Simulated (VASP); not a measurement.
# Co (Im-3m) in VASP: a series of runs, part 2 of 2

VASP 6.6.1. The steps go on from the part before.

## Step 4: Single point, r2SCAN, collinear spin, antiferromagnetic start

This run uses another cell than the first one, of 10.55 Å³/atom, 1.087 times its volume.

File POSCAR:

```
Co
1.0
    2.7631482383      0.0000000000      0.0000000000
    0.0000000000      2.7631482383      0.0000000000
    0.0000000000      0.0000000000      2.7631482383
Co
2
Direct
    0.0000000000      0.0000000000      0.0000000000
    0.5000000000      0.5000000000      0.5000000000
```

File INCAR.step1:

```
PREC = Accurate ; ENCUT = 520
ISMEAR = -1 ; SIGMA = 0.05
LREAL = F ; LASPH = T
NELM = 150 ; ISPIN = 2
MAGMOM = 1.7 -1.7 ; LMAXMIX = 4
NBANDS = 20 ; GGA = PE
ALGO = Normal ; EDIFF = 1E-4
LWAVE = T ; LCHARG = F
```

File INCAR.step2:

```
PREC = Accurate ; ENCUT = 520
EDIFF = 1E-7 ; ISMEAR = -1
SIGMA = 0.05 ; LREAL = F
LASPH = T ; NELM = 150
ALGO = Normal ; ISIF = 2
LWAVE = F ; LCHARG = F
ISPIN = 2 ; MAGMOM = 1.7 -1.7
LORBIT = 11 ; LMAXMIX = 4
METAGGA = R2SCAN ; LMIXTAU = T
NBANDS = 20 ; ISTART = 1
```

File KPOINTS:

```
regular mesh
0
Gamma
  11 11 11
```

Potentials or basis: VASP PAW PBE potentials, release 64 (Co).

On the command line:

```sh
> cat potpaw_PBE.64/Co/POTCAR > POTCAR
> cp INCAR.step1 INCAR
> mpirun -np 1 vasp_std > vasp.out
> cp INCAR.step2 INCAR
> mpirun -np 1 vasp_std > vasp.out
```

OUTCAR:

```text
PREC = Accurate
   ENCUT = 520
   EDIFF = 1E-7
   ISMEAR = -1
   LREAL = F
   LASPH = T
   NELM = 150
   ISIF = 2
   ISPIN = 2
   LORBIT = 11
   METAGGA = R2SCAN
   ISTART = 1

 ion  position               nearest neighbor table
   1  0.000  0.000  0.000-   2 2.39   2 2.39   2 2.39   2 2.39   2 2.39   2 2.39   2 2.39   2 2.39

   2  0.500  0.500  0.500-   1 2.39   1 2.39   1 2.39   1 2.39   1 2.39   1 2.39   1 2.39   1 2.39

  LATTYP: Found a simple cubic cell.
 ALAT       =     2.7631482383

  Lattice vectors:

 A1 = (   2.7631482383,   0.0000000000,   0.0000000000)
 A2 = (   0.0000000000,   2.7631482383,   0.0000000000)
 A3 = (   0.0000000000,   0.0000000000,   2.7631482383)

Analysis of symmetry for initial positions (statically):
=====================================================================
 Subroutine PRICEL returns following result:

  LATTYP: Found a body centered cubic cell.
 ALAT       =     2.7631482383
[... 12 lines left out ...]
 Subroutine GETGRP returns: Found 48 space group operations
[... 759 lines left out ...]

 [... further k-points ...]

 spin component 2

 k-point     1 :       0.0000    0.0000    0.0000
  band No.  band energies     occupation
      1       0.9660      1.00000
      2       5.6149      1.00000
      3       5.6149      1.00000
      4       8.2560      1.00000
      5       8.2560      1.00000
      6       8.2560      1.00000
[... 541 lines left out ...]
     19      36.6767      0.00000
     20      38.2193      0.00000

 [... further k-points ...]
[... 5 lines left out ...]
  --------------------------------------------------------------------------------------
  -------------------------------------------------------------------------------------
  Total       -0.0267476     -0.0267476     -0.0267476     -0.0000000     -0.0000000      0.0000000
  in kB       -2.0313378     -2.0313378     -2.0313378     -0.0000000     -0.0000000      0.0000000
  external PRESSURE =      -2.0313378 kB  Pullay stress =       0.0000000 kB

 VOLUME and BASIS-vectors are now :
 -----------------------------------------------------------------------------
  energy-cutoff  :      520.00
  volume of cell :       21.10
      direct lattice vectors                 reciprocal lattice vectors
     2.763148238  0.000000000  0.000000000     0.361906027  0.000000000  0.000000000
     0.000000000  2.763148238  0.000000000     0.000000000  0.361906027  0.000000000
     0.000000000  0.000000000  2.763148238     0.000000000  0.000000000  0.361906027

 POSITION                                       TOTAL-FORCE (eV/Angst)
 -----------------------------------------------------------------------------------
      0.00000      0.00000      0.00000        -0.000000     -0.000000     -0.000000
      1.38157      1.38157      1.38157         0.000000      0.000000      0.000000
 -----------------------------------------------------------------------------------
    total drift:                                0.000000      0.000000     -0.000000

  FREE ENERGIE OF THE ION-ELECTRON SYSTEM (eV)
  ---------------------------------------------------
  free  energy   TOTEN  =       -25.2463832095 eV

  energy  without entropy=      -25.2137920533  energy(sigma->0) =      -25.23008763

 total charge

# of ion       s       p       d       tot
------------------------------------------
    1        0.521   0.582   7.262   8.366
    2        0.521   0.582   7.262   8.366
--------------------------------------------------
tot          1.043   1.165  14.525  16.732

 magnetization (x)

# of ion       s       p       d       tot
------------------------------------------
    1        0.024   0.021   1.146   1.191
    2       -0.024  -0.021  -1.146  -1.191
--------------------------------------------------
tot          0.000   0.000   0.000   0.000
```

OSZICAR.step1:

```text
N       E                     dE             d eps       ncg     rms          rms(c)
DAV:   1     0.859371675808E+02    0.85937E+02   -0.76824E+03  4792   0.119E+03
DAV:   2    -0.110057906736E+02   -0.96943E+02   -0.87768E+02  4548   0.218E+02
DAV:   3    -0.155064634069E+02   -0.45007E+01   -0.42946E+01  5024   0.567E+01
DAV:   4    -0.155843750113E+02   -0.77912E-01   -0.77802E-01  5496   0.647E+00
DAV:   5    -0.155864953072E+02   -0.21203E-02   -0.21200E-02  5292   0.975E-01    0.151E+01
DAV:   6    -0.136353752939E+02    0.19511E+01   -0.66001E+00  5040   0.539E+01    0.582E+00
DAV:   7    -0.133318954023E+02    0.30348E+00   -0.97790E-01  5196   0.189E+01    0.284E+00
DAV:   8    -0.133080868732E+02    0.23809E-01   -0.23038E-02  6860   0.236E+00    0.119E+00
DAV:   9    -0.133019809921E+02    0.61059E-02   -0.35386E-03  7384   0.108E+00    0.288E-01
DAV:  10    -0.133010423318E+02    0.93866E-03   -0.62837E-04  6112   0.455E-01    0.608E-02
DAV:  11    -0.133010164358E+02    0.25896E-04   -0.86387E-05  2864   0.891E-02
   1 F= -.13301016E+02 E0= -.13282433E+02  d E =-.371676E-01  mag=    -0.0000
```

Wall time 5.4 min (1 thread of AMD EPYC 7R43 (Zen 3), shared host); peak memory 0.14 GiB.

What came out:

| Item | Value |
| --- | --- |
| Free energy | -25.2464 eV |
| Pressure | -0.2 GPa |
| Band gap on the k mesh | zero (filled and empty bands overlap) |
| Net moment | 0.00 μB per cell |
| Site moments | Co +1.19, -1.19 μB |
| Valence electrons inside the program's atomic spheres | Co 8.37 |

Caveat: the PAW data sets were made with another functional, which shifts forces and pressure a little.

## Step 5: Single point, r2SCAN, collinear spin, ferromagnetic start (volume scaled by 0.88)

File POSCAR:

```
Co
1.0
   -1.3408102911      1.3408102911      1.3408102911
    1.3408102911     -1.3408102911      1.3408102911
    1.3408102911      1.3408102911     -1.3408102911
Co
1
Direct
    0.0000000000      0.0000000000      0.0000000000
```

File INCAR.step1:

```
PREC = Accurate ; ENCUT = 520
ISMEAR = -1 ; SIGMA = 0.05
LREAL = F ; LASPH = T
NELM = 150 ; ISPIN = 2
MAGMOM = 2.046 ; LMAXMIX = 4
NBANDS = 14 ; GGA = PE
ALGO = Normal ; EDIFF = 1E-4
LWAVE = T ; LCHARG = F
```

File INCAR.step2:

```
PREC = Accurate ; ENCUT = 520
EDIFF = 1E-6 ; ISMEAR = -1
SIGMA = 0.05 ; LREAL = F
LASPH = T ; NELM = 150
ALGO = Normal ; ISIF = 2
LWAVE = F ; LCHARG = F
ISPIN = 2 ; MAGMOM = 2.046
LORBIT = 11 ; LMAXMIX = 4
METAGGA = R2SCAN ; LMIXTAU = T
NBANDS = 14 ; ISTART = 1
```

File KPOINTS:

```
regular mesh
0
Gamma
  18 18 18
```

On the command line:

```sh
> cat potpaw_PBE.64/Co/POTCAR > POTCAR
> cp INCAR.step1 INCAR
> mpirun -np 1 vasp_std > vasp.out
> cp INCAR.step2 INCAR
> mpirun -np 1 vasp_std > vasp.out
```

Wall time 4.3 min (1 thread of AMD EPYC 7R43 (Zen 3), shared host); peak memory 0.12 GiB.

Results (log left out):

```
Free energy                                           : -13.1111 eV
Pressure                                              : 36.1 GPa
Net moment                                            : 1.83 μB per cell
Site moments                                          : Co +1.87 μB
Valence electrons inside the program's atomic spheres : Co 8.55
```

Levels at points of the mesh, in eV from the Fermi level:
Spin up:
| k point | band 2 | band 3 | band 4 | band 5 | band 6 | band 7 | band 8 | band 9 |
| --- | --- | --- | --- | --- | --- | --- | --- | --- |
| (0.00, 0.00, 0.00) | -4.17 | -4.17 | -4.17 | -2.96 | -2.96 | 27.26 | 27.26 | 27.26 |
| (0.50, 0.00, 0.00) | -5.37 | -2.83 | -2.76 | -1.18 | -0.46 | 7.28 | 19.91 | 22.41 |
| (0.50, 0.50, 0.50) | -7.10 | -1.48 | -1.48 | -1.48 | 10.49 | 10.49 | 10.49 | 16.43 |
Spin down:
```tsv
k point	band 2	band 3	band 4	band 5	band 6	band 7
(0.00, 0.00, 0.00)	-2.09	-2.09	-2.09	0.75	0.75	27.33
(0.50, 0.00, 0.00)	-3.57	-0.84	0.44	1.05	1.26	8.76
(0.50, 0.50, 0.50)	-4.82	0.93	0.93	0.93	10.64	10.64
```

Caveat: the cell differs from its parent crystal (volume scaled by 0.88); the PAW data sets were made with another functional, which shifts forces and pressure a little.

## Step 6: Single point, r2SCAN, collinear spin, ferromagnetic start (volume scaled by 0.92)

File POSCAR:

```
Co
1.0
   -1.3608253358      1.3608253358      1.3608253358
    1.3608253358     -1.3608253358      1.3608253358
    1.3608253358      1.3608253358     -1.3608253358
Co
1
Direct
    0.0000000000      0.0000000000      0.0000000000
```

File INCAR.step1:

```
  ALGO = Normal
  EDIFF = 1E-4
  ENCUT = 520
  GGA = PE
  ISMEAR = -1
  ISPIN = 2
  LASPH = T
  LCHARG = F
  LMAXMIX = 4
  LREAL = F
  LWAVE = T
  MAGMOM = 2.046
  NBANDS = 14
  NELM = 150
  PREC = Accurate
  SIGMA = 0.05
```

File INCAR.step2:

```
  ALGO = Normal
  EDIFF = 1E-7
  ENCUT = 520
  ISIF = 2
  ISMEAR = -1
  ISPIN = 2
  ISTART = 1
  LASPH = T
  LCHARG = F
  LMAXMIX = 4
  LMIXTAU = T
  LORBIT = 11
  LREAL = F
  LWAVE = F
  MAGMOM = 2.046
  METAGGA = R2SCAN
  NBANDS = 14
  NELM = 150
  PREC = Accurate
  SIGMA = 0.05
```

File KPOINTS:

```
k-points
0
Gamma
  18 18 18
```

Potentials or basis: VASP PAW PBE potentials, release 64 (Co).

On the command line:

```sh
> cat potpaw_PBE.64/Co/POTCAR > POTCAR
> cp INCAR.step1 INCAR
> mpirun -np 1 vasp_std > vasp.out
> cp INCAR.step2 INCAR
> mpirun -np 1 vasp_std > vasp.out
```

OUTCAR:

```text
EDIFF = 1E-7
   ENCUT = 520
   ISIF = 2
   ISMEAR = -1
   ISPIN = 2
   ISTART = 1
   LASPH = T
   LORBIT = 11
   LREAL = F
   METAGGA = R2SCAN
   NELM = 150
   PREC = Accurate

 ion  position               nearest neighbor table
   1  0.000  0.000  0.000-

  LATTYP: Found a body centered cubic cell.
 ALAT       =     2.7216506716

  Lattice vectors:

 A1 = (  -1.3608253358,   1.3608253358,   1.3608253358)
 A2 = (   1.3608253358,  -1.3608253358,   1.3608253358)
 A3 = (   1.3608253358,   1.3608253358,  -1.3608253358)

Analysis of symmetry for initial positions (statically):
=====================================================================
 Subroutine PRICEL returns:
 Original cell was already a primitive cell.

 Routine SETGRP: Setting up the symmetry group for a
 body centered cubic supercell.

 Subroutine GETGRP returns: Found 48 space group operations
 (whereof 48 operations were pure point group operations)
 out of a pool of 48 trial point group operations.

The static configuration has the point symmetry O_h .

Analysis of symmetry for dynamics (positions and initial velocities):
[... 597 lines left out ...]
      4       9.9358      1.00000
      5      12.7296      0.00000
      6      12.7296      0.00000
      7      38.7937      0.00000
      8      38.7937      0.00000
      9      38.7937      0.00000
     10      45.2268      0.00000
     11      45.2269      0.00000
     12      48.0138      0.00000
     13      48.0140      0.00000
     14      48.0140      0.00000
[... 379 lines left out ...]
      3      10.0571      1.00000
      4      12.3299      0.00032
      5      12.9390      0.00000
      6      14.0149      0.00000
      7      21.0017      0.00000
      8      29.4783      0.00000
      9      33.5343      0.00000
     10      39.1051      0.00000
     11      45.1201      0.00000
     12      47.8627      0.00000
     13      51.2442      0.00000
     14      55.2560      0.00000

 [... further k-points ...]
[... 5 lines left out ...]
  --------------------------------------------------------------------------------------
  -------------------------------------------------------------------------------------
  Total        1.3443694      1.3443694      1.3443694      0.0000000     -0.0000000      0.0000000
  in kB      213.6791040    213.6791040    213.6791040      0.0000000     -0.0000000      0.0000000
  external PRESSURE =     213.6791040 kB  Pullay stress =       0.0000000 kB

 VOLUME and BASIS-vectors are now :
 -----------------------------------------------------------------------------
  energy-cutoff  :      520.00
  volume of cell :       10.08
      direct lattice vectors                 reciprocal lattice vectors
    -1.360825336  1.360825336  1.360825336     0.000000000  0.367424082  0.367424082
     1.360825336 -1.360825336  1.360825336     0.367424082  0.000000000  0.367424082
     1.360825336  1.360825336 -1.360825336     0.367424082  0.367424082  0.000000000

 POSITION                                       TOTAL-FORCE (eV/Angst)
 -----------------------------------------------------------------------------------
      0.00000      0.00000      0.00000        -0.000000     -0.000000     -0.000000
 -----------------------------------------------------------------------------------
    total drift:                                0.000000     -0.000000      0.000000

  FREE ENERGIE OF THE ION-ELECTRON SYSTEM (eV)
  ---------------------------------------------------
  free  energy   TOTEN  =       -13.1888710617 eV

  energy  without entropy=      -13.1804392795  energy(sigma->0) =      -13.18465517

 total charge

# of ion       s       p       d       tot
------------------------------------------
    1        0.545   0.651   7.248   8.445

 magnetization (x)

# of ion       s       p       d       tot
------------------------------------------
    1        0.005  -0.065   1.972   1.911
```

OSZICAR.step1:

```text
N       E                     dE             d eps       ncg     rms          rms(c)
DAV:   1     0.284549651154E+02    0.28455E+02   -0.37874E+03 11418   0.780E+02
DAV:   2    -0.664089347668E+01   -0.35096E+02   -0.32716E+02 11928   0.150E+02
DAV:   3    -0.779577308049E+01   -0.11549E+01   -0.11430E+01 13578   0.285E+01
DAV:   4    -0.780243266696E+01   -0.66596E-02   -0.66582E-02 13570   0.205E+00
DAV:   5    -0.780250559209E+01   -0.72925E-04   -0.72923E-04 14208   0.206E-01    0.116E+01
DAV:   6    -0.701251612239E+01    0.78999E+00   -0.92861E+00 14724   0.359E+01    0.425E+00
DAV:   7    -0.691090643298E+01    0.10161E+00   -0.77268E-01 12818   0.983E+00    0.281E+00
DAV:   8    -0.689613892438E+01    0.14768E-01   -0.12956E-02 15284   0.937E-01    0.145E+00
DAV:   9    -0.689036188628E+01    0.57770E-02   -0.54429E-03 17476   0.556E-01    0.216E-01
DAV:  10    -0.689020428556E+01    0.15760E-03   -0.35643E-04 13342   0.176E-01    0.805E-02
DAV:  11    -0.689022487895E+01   -0.20593E-04   -0.85087E-06  7830   0.255E-02
   1 F= -.68902249E+01 E0= -.68847198E+01  d E =-.110102E-01  mag=     1.6728
```

Wall time 4.6 min (1 thread of AMD EPYC 7R43 (Zen 3), shared host); peak memory 0.12 GiB.

Results:

```yaml
Free_energy: -13.1889 eV
Pressure: 21.4 GPa
Net_moment: 1.87 μB per cell
Site_moments: Co +1.91 μB
Valence_electrons_inside_the_program's_atomic_spheres: Co 8.45
```

Levels at points of the mesh, in eV from the Fermi level:
Spin up:
```csv
k point,band 2,band 3,band 4,band 5,band 6,band 7,band 8,band 9
"(0.00, 0.00, 0.00)",-4.08,-4.08,-4.08,-3.01,-3.01,26.80,26.80,26.80
"(0.50, 0.00, 0.00)",-5.20,-2.87,-2.82,-1.30,-0.45,6.82,19.50,21.63
"(0.50, 0.50, 0.50)",-6.84,-1.58,-1.58,-1.58,10.14,10.14,10.14,15.89
```
Spin down:
```tsv
k point	band 1	band 2	band 3	band 4	band 5	band 6
(0.00, 0.00, 0.00)	-10.83	-1.99	-1.99	-1.99	0.80	0.80
(0.50, 0.00, 0.00)	-5.43	-3.38	-0.84	0.47	1.07	1.16
(0.50, 0.50, 0.50)	-4.46	-4.46	0.85	0.85	0.85	10.27
```

Caveat: the cell differs from its parent crystal (volume scaled by 0.92); the PAW data sets were made with another functional, which shifts forces and pressure a little.

## Step 7: Overview

| spin | cell | k mesh | gap on the mesh (eV) | pressure (GPa) | moment (μB) |
| --- | --- | --- | --- | --- | --- |
| collinear, ferromagnetic start | a = 2.687 Å, 2 atoms | 13 × 13 × 13 | none | 33.3 | 3.62 |
| collinear, ferromagnetic start | a = 2.423 Å, angles 109.5°, 1 atom | 16 × 16 × 16 | none | 0.0 | 1.90 |
| collinear, antiferromagnetic start | a = 2.763 Å, 2 atoms | 11 × 11 × 11 | none | -0.2 | 0.00 |
| collinear, ferromagnetic start | a = 2.322 Å, angles 109.5°, 1 atom | 18 × 18 × 18 | none | 36.1 | 1.83 |
| collinear, ferromagnetic start | a = 2.357 Å, angles 109.5°, 1 atom | 18 × 18 × 18 | none | 21.4 | 1.87 |

Alike in all rows: task single point; level r2SCAN; potentials or basis VASP PAW PBE potentials, release 64 (Co); cutoff (eV) 520; smearing fermi-dirac 0.05 eV.

Caveats: the PAW data sets were made with another functional, which shifts forces and pressure a little.

Total energies depend on the potentials used, so only differences within one code and one set of settings carry meaning.
